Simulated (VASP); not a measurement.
Here is a VASP 6.6.1 calculation.

Contents of POSCAR:

```
Ta2C
1.0
    2.8613513012      0.0000000000      0.0000000000
   -1.4306756506      2.4780029160      0.0000000000
    0.0000000000      0.0000000000      5.3376828604
Ta C
2 1
Direct
    0.3333333333      0.6666666667      0.2535635792
    0.6666666667      0.3333333333      0.7464364208
    0.0000000000      0.0000000000      0.0000000000
```

File INCAR.step1:

```
PREC = Accurate ; ENCUT = 520
ISMEAR = 0 ; SIGMA = 0.15
LREAL = False ; LASPH = True
NELM = 80 ; NBANDS = 20
GGA = PE ; ALGO = Normal
EDIFF = 1E-4 ; LWAVE = True
LCHARG = False
```

Contents of INCAR.step2:

```
PREC = Accurate ; ENCUT = 520
EDIFF = 1E-6 ; ISMEAR = 0
SIGMA = 0.15 ; LREAL = False
LASPH = True ; NELM = 80
ALGO = Normal ; ISIF = 2
LWAVE = False ; LCHARG = False
METAGGA = R2SCAN ; LMIXTAU = True
NBANDS = 20 ; ISTART = 1
```

The input KPOINTS:

```
Automatic mesh
0
Gamma
  18 18 10
```

Potentials or basis: VASP PAW PBE potentials, release 64 (Ta_pv, C).

Run with:

```bash
$ cat potpaw_PBE.64/Ta_pv/POTCAR potpaw_PBE.64/C/POTCAR > POTCAR
$ cp INCAR.step1 INCAR
$ mpirun -np 1 vasp_std > vasp.out
$ cp INCAR.step2 INCAR
$ mpirun -np 1 vasp_std > vasp.out
```

Problem. Estimate the pressure.

Solution. 34.5 GPa.

Problem. What does it give for the largest force?

Solution. 0.311 eV/Å.

Problem. What does it give for the band gap on the k mesh?

Solution. Zero (bands 13 and 14 overlap by 0.77 eV).

Stress tensor (GPa, compression positive):
```
 59.04   0.00   0.00
  0.00  59.04   0.00
  0.00   0.00 -14.64
```

Caveat: the cell differs from its parent crystal (strain -0.080 along x and y, +0.080 along z); the stress differs along the axes, from -15 to 59 GPa; the PAW data sets were made with another functional, which shifts forces and pressure a little; spin-orbit coupling is left out, which moves the levels of the heavy elements.
